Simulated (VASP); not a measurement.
# PbO (P4/nmm) in VASP: further runs, part 2 of 2

VASP 6.6.1.

**3. Relaxation of shape and atoms at fixed volume, r2SCAN (21.43 Å³/atom)**

This run uses another cell than the first one, of 21.43 Å³/atom.

Contents of POSCAR:

```
PbO
1.0
    4.0507921967      0.0000000000      0.0000000000
    0.0000000000      4.0507921967      0.0000000000
    0.0000000000      0.0000000000      5.2231644619
Pb O
2 2
Direct
    0.5000000000      0.0000000000      0.2322213138
    0.0000000000      0.5000000000      0.7677786862
    0.0000000000      0.0000000000      0.0000000000
    0.5000000000      0.5000000000      0.0000000000
```

Contents of INCAR.step1:

```
PREC = Accurate ; ENCUT = 600
ISMEAR = 0 ; SIGMA = 0.05
LREAL = False ; LASPH = True
NELM = 100 ; GGA = PE
ALGO = Normal ; EDIFF = 1E-4
LWAVE = True ; LCHARG = False
```

Contents of INCAR.step2:

```
PREC = Accurate ; ENCUT = 600
EDIFF = 1E-6 ; ISMEAR = 0
SIGMA = 0.05 ; LREAL = False
LASPH = True ; NELM = 100
ALGO = Normal ; ISIF = 4
LWAVE = False ; LCHARG = False
METAGGA = R2SCAN ; LMIXTAU = True
IBRION = 2 ; NSW = 60
EDIFFG = -0.04 ; ISTART = 1
```

Contents of KPOINTS:

```
Automatic mesh
0
Gamma
  6 6 4
```

Potentials or basis: VASP PAW PBE potentials, release 64 (Pb_d, O).

On the command line:

```console
> cat potpaw_PBE.64/Pb_d/POTCAR potpaw_PBE.64/O/POTCAR > POTCAR
> cp INCAR.step1 INCAR
> mpirun -np 1 vasp_std > vasp.out
> cp INCAR.step2 INCAR
> mpirun -np 1 vasp_std > vasp.out
```

OUTCAR:

```text
PREC = Accurate
   ENCUT = 600
   EDIFF = 1E-6
   ISMEAR = 0
   LREAL = False
   LASPH = True
   NELM = 100
   ISIF = 4
   METAGGA = R2SCAN
   IBRION = 2
   NSW = 60
   EDIFFG = -0.04
   ISTART = 1

 ion  position               nearest neighbor table
   1  0.500  0.000  0.232-   3 2.36   4 2.36   4 2.36   3 2.36   2 3.75   2 3.75   2 3.75   2 3.75
                             2 4.00   2 4.00   2 4.00   2 4.00
   2  0.000  0.500  0.768-   3 2.36   4 2.36   3 2.36   4 2.36   1 3.75   1 3.75   1 3.75   1 3.75
                             1 4.00   1 4.00   1 4.00   1 4.00
   3  0.000  0.000  0.000-   1 2.36   2 2.36   2 2.36   1 2.36
   4  0.500  0.500  0.000-   1 2.36   2 2.36   1 2.36   2 2.36

  LATTYP: Found a simple tetragonal cell.
 ALAT       =     4.0507921967
 C/A-ratio  =     1.2894180220

  Lattice vectors:

 A1 = (   4.0507921967,   0.0000000000,   0.0000000000)
 A2 = (   0.0000000000,   4.0507921967,   0.0000000000)
 A3 = (   0.0000000000,   0.0000000000,   5.2231644619)

Analysis of symmetry for initial positions (statically):
=====================================================================
 Subroutine PRICEL returns:
 Original cell was already a primitive cell.

 Routine SETGRP: Setting up the symmetry group for a
 simple tetragonal supercell.

 Subroutine GETGRP returns: Found 16 space group operations
 (whereof  8 operations were pure point group operations)
 out of a pool of 16 trial point group operations.

The static configuration has the point symmetry D_2d.
 The point group associated with its full space group is D_4h.

Analysis of symmetry for dynamics (positions and initial velocities):
=====================================================================
 Subroutine PRICEL returns:
 Original cell was already a primitive cell.

 Routine SETGRP: Setting up the symmetry group for a
 simple tetragonal supercell.

 Subroutine GETGRP returns: Found 16 space group operations
 (whereof  8 operations were pure point group operations)
 out of a pool of 16 trial point group operations.

The dynamic configuration has the point symmetry D_2d.
 The point group associated with its full space group is D_4h.

 Subroutine INISYM returns: Found 16 space group operations
 (whereof  8 operations are pure point group operations),
 and found     1 'primitive' translations

----------------------------------------------------------------------------------------

                                     Primitive cell

  volume of cell :      85.7065

  direct lattice vectors                    reciprocal lattice vectors
     4.050792197  0.000000000  0.000000000     0.246865292  0.000000000  0.000000000
     0.000000000  4.050792197  0.000000000     0.000000000  0.246865292  0.000000000
     0.000000000  0.000000000  5.223164462     0.000000000  0.000000000  0.191454818

  length of vectors
     4.050792197  4.050792197  5.223164462     0.246865292  0.246865292  0.191454818

  position of ions in fractional coordinates (direct lattice)
     0.500000000  0.000000000  0.232221314
     0.000000000  0.500000000  0.767778686
     0.000000000  0.000000000  0.000000000
     0.500000000  0.500000000  0.000000000

  ion indices of the primitive-cell ions
   primitive index   ion index
                 1           1
                 2           2
                 3           3
                 4           4

[... 50 lines left out ...]
  0.333333  0.000000  0.500000      4.000000
  0.500000  0.000000  0.500000      2.000000
 [... further k-points ...]
   k-points           NKPTS =     30   k-points in BZ     NKDIM =     30   number of bands    NBANDS=     24
   number of dos      NEDOS =    301   number of ions     NIONS =      4
   total plane-waves  NPLWV =  43008
   dimension x,y,z NGX =    32 NGY =   32 NGZ =   42
   dimension x,y,z NGXF=    64 NGYF=   64 NGZF=   84
   ions per type =               2   2
   NGX,Y,Z   is equivalent  to a cutoff of  13.13, 13.13, 13.37 a.u.
   NGXF,Y,Z  is equivalent  to a cutoff of  26.27, 26.27, 26.74 a.u.
 SYSTEM =  unknown system
   PREC   = accura    normal or accurate (medium, high low for compatibility)
   ISTART =      1    job   : 0-new  1-cont  2-samecut
   ICHARG =      0    charge: 1-file 2-atom 10-const
   ISPIN  =      1    spin polarized calculation?
   LNONCOLLINEAR =      F non collinear calculations
   LSORBIT =      F    spin-orbit coupling
   LASPH  =      T    aspherical Exc in radial PAW
   ENCUT  =  600.0 eV  44.10 Ry    6.64 a.u.   8.09  8.09 10.43*2*pi/ulx,y,z
   NELM   =    100;   NELMIN=  2; NELMDL=  0     # of ELM steps
   EDIFF  = 0.1E-05   stopping-criterion for ELM
   LREAL  =      F    real-space projection
   EDIFFG = -.4E-01   stopping-criterion for IOM
   NSW    =     60    number of steps for IOM
   IBRION =      2    ionic relax: 0-MD 1-quasi-New 2-CG
   NFREE  =      1    steps in history (QN), initial steepest desc. (CG)
   ISIF   =      4    stress and relaxation
   ISYM   =      2    0-nonsym 1-usesym 2-fastsym
   POTIM  = 0.5000    time-step for ionic-motion
   TEBEG  =    0.0;   TEEND  =   0.0 temperature during run
   PSTRESS=    0.0 pullay stress
   NELECT =      40.0000    total number of electrons
   NUPDOWN=      -1.0000    fix difference up-down
   EMIN   =  10.00;   EMAX   =-10.00  energy-range for DOS
   EFERMI =   0.00;   METHOD = LEGACY
   ISMEAR =     0;   SIGMA  =   0.05  broadening in eV -4-tet -1-fermi 0-gaus
   EFERMI_NEDOS =   21; number of points for ismear=-14 and -15
   IALGO  =     38    algorithm
   IMIX   =      4    mixing-type and parameters
     AMIX     =   0.40;   BMIX     =  1.00
     AMIX_MAG =   1.60;   BMIX_MAG =  1.00
  volume/ion in A,a.u.               =      21.43       144.59
  Fermi-wavevector in a.u.,A,eV,Ry     =   1.269863  2.399694 21.940111  1.612553
  Thomas-Fermi vector in A             =   2.402882
   LORBIT       =      0    0 simple, 1 ext, 2 COOP (PROOUT), +10 PAW based schemes
   METAGGA = R2SCAN    functional components
   LHFCALC =     F    Hartree Fock is set to
   AEXX    =    0.0000 exact exchange contribution
   IVDW    =     0    specifies the selected vdW correction
   LEPSILON=     F    determine dielectric tensor
   LRPA    =     F    only Hartree local field effects (RPA)
 conjugate gradient relaxation of ions
 non-spin polarized calculation
 Gauss-broadening in eV      SIGMA  =   0.05
  energy-cutoff  :      600.00
  volume of cell :       85.71
 maximum number of plane-waves:      2888
   NGX = 17   NGY = 17   NGZ = 21

--------------------------------------- Ionic step        1  -------------------------------------------

 number of electron      40.0000018 magnetization

 Free energy of the ion-electron system (eV)
  ---------------------------------------------------
  ext. energy  EPLUGINS =         0.00000000
  ---------------------------------------------------
  free energy    TOTEN  =      -129.48954616 eV

  energy without entropy =     -129.48954616  energy(sigma->0) =     -129.48954616

------------------------ aborting loop because EDIFF is reached ----------------------------------------

  FORCE on cell =-STRESS in cart. coord.  units (eV):
  Direction    XX          YY          ZZ          XY          YZ          ZX
  --------------------------------------------------------------------------------------
  -------------------------------------------------------------------------------------
  Total       -1.7881250     -1.7881250     -1.6270524      0.0000000      0.0000000      0.0000000
  in kB      -33.4268010    -33.4268010    -30.4157467      0.0000000      0.0000000      0.0000000
  external PRESSURE =     -32.4231163 kB  Pullay stress =       0.0000000 kB
[... 25 lines left out ...]
--------------------------------------- Ionic step        2  -------------------------------------------

 number of electron      40.0000013 magnetization

 E-fermi :   4.3221     XC(G=0): -10.0077

 val. band max:        4.0910019749   @ k =   0.0000   0.0000   0.0000
 cond. band min:       5.9345887677   @ k =   0.5000   0.5000   0.0000
 fundamental gap:      1.8435867928
 Fermi energy:         4.3220544177

 k-point     1 :       0.0000    0.0000    0.0000
  band No.  band energies     occupation
      1     -14.9669      2.00000
      2     -14.4497      2.00000
      3     -12.3237      2.00000
      4     -12.3237      2.00000
      5     -12.2658      2.00000
      6     -12.2555      2.00000
[... 752 lines left out ...]
--------------------------------------- Ionic step        5  -------------------------------------------

 number of electron      40.0000010 magnetization

 Free energy of the ion-electron system (eV)
  ---------------------------------------------------
  ext. energy  EPLUGINS =         0.00000000
  ---------------------------------------------------
  free energy    TOTEN  =      -129.52946777 eV

  energy without entropy =     -129.52946777  energy(sigma->0) =     -129.52946777

 E-fermi :   4.4505     XC(G=0):  -9.9843

 val. band max:        4.1887301228   @ k =   0.0000   0.0000   0.0000
 cond. band min:       6.0618618906   @ k =   0.5000   0.5000   0.0000
 fundamental gap:      1.8731317678
 Fermi energy:         4.4504598126

 k-point     1 :       0.0000    0.0000    0.0000
  band No.  band energies     occupation
      1     -15.1186      2.00000
      2     -14.5221      2.00000
      3     -12.2892      2.00000
      4     -12.2892      2.00000
      5     -12.2393      2.00000
      6     -12.2229      2.00000
[... 670 lines left out ...]
  FREE ENERGIE OF THE ION-ELECTRON SYSTEM (eV)
  ---------------------------------------------------
  free  energy   TOTEN  =      -129.5294677720 eV

  energy  without entropy=     -129.5294677720  energy(sigma->0) =     -129.52946777

 reached required accuracy - stopping structural energy minimisation
```

Run time: 8.9 min. Hardware: 1 thread of AMD EPYC 9R45 (Zen 5), shared host; peak memory 0.23 GiB.

Results:

* Free energy: -129.5295 eV
* Energy gained by relaxing: 10.0 meV/atom
* Ionic steps: 5
* Pressure after relaxing: -0.1 GPa
* Largest force after relaxing: 0.029 eV/Å
* Band gap on the k mesh: 1.87 eV (least direct gap 2.48 eV)

Forces on the atoms (eV/Å):
```
Pb   0.000  0.000  0.029
Pb   0.000  0.000 -0.029
O    0.000  0.000  0.000
O    0.000  0.000  0.000
```

Step by step:
| step | energy change (eV) | largest force (eV/Å) | pressure (GPa) | volume (Å³) |
| --- | --- | --- | --- | --- |
| 1 | 0.0000 | 0.6887 | -3.24 | 85.71 |
| 2 | -0.0292 | 0.1718 | -1.63 | 85.71 |
| 3 | -0.0313 | 0.0137 | -1.02 | 85.71 |
| 4 | -0.0352 | 0.0191 | -0.80 | 85.71 |
| 5 | -0.0399 | 0.0286 | -0.14 | 85.71 |

Final structure:
```xyz
4
Lattice="3.9981 0.0000 0.0000 0.0000 3.9981 0.0000 0.0000 0.0000 5.3619" Properties=species:S:1:pos:R:3 pbc="T T T"
Pb    1.9990    0.0000    1.1891
Pb    0.0000    1.9990    4.1727
O     0.0000    0.0000    0.0000
O     1.9990    1.9990    0.0000
```

Levels at points of the mesh, in eV from the valence-band top:
| k point | band 17 | band 18 | band 19 | band 20 | band 21 | band 22 | band 23 | band 24 |
| --- | --- | --- | --- | --- | --- | --- | --- | --- |
| (0.00, 0.00, 0.00) | -1.75 | -1.71 | -1.71 | 0.00 | 2.48 | 5.17 | 6.31 | 6.31 |
| (0.50, 0.00, 0.00) | -3.04 | -3.04 | -1.58 | -1.58 | 3.54 | 3.54 | 6.50 | 6.50 |
| (0.50, 0.50, 0.00) | -1.75 | -1.75 | -1.07 | -1.07 | 1.87 | 1.87 | 5.59 | 5.59 |
| (0.00, 0.00, 0.50) | -1.77 | -1.73 | -1.73 | -0.99 | 2.24 | 4.67 | 4.74 | 4.74 |
| (0.50, 0.00, 0.50) | -3.02 | -3.02 | -1.06 | -1.06 | 3.21 | 3.21 | 6.93 | 6.93 |
| (0.50, 0.50, 0.50) | -2.12 | -2.12 | -1.08 | -1.08 | 3.93 | 3.93 | 4.66 | 4.66 |

Caveat: the PAW data sets were made with another functional, which shifts forces and pressure a little; spin-orbit coupling is left out, which moves the levels of the heavy elements. A k mesh can miss the band edges.
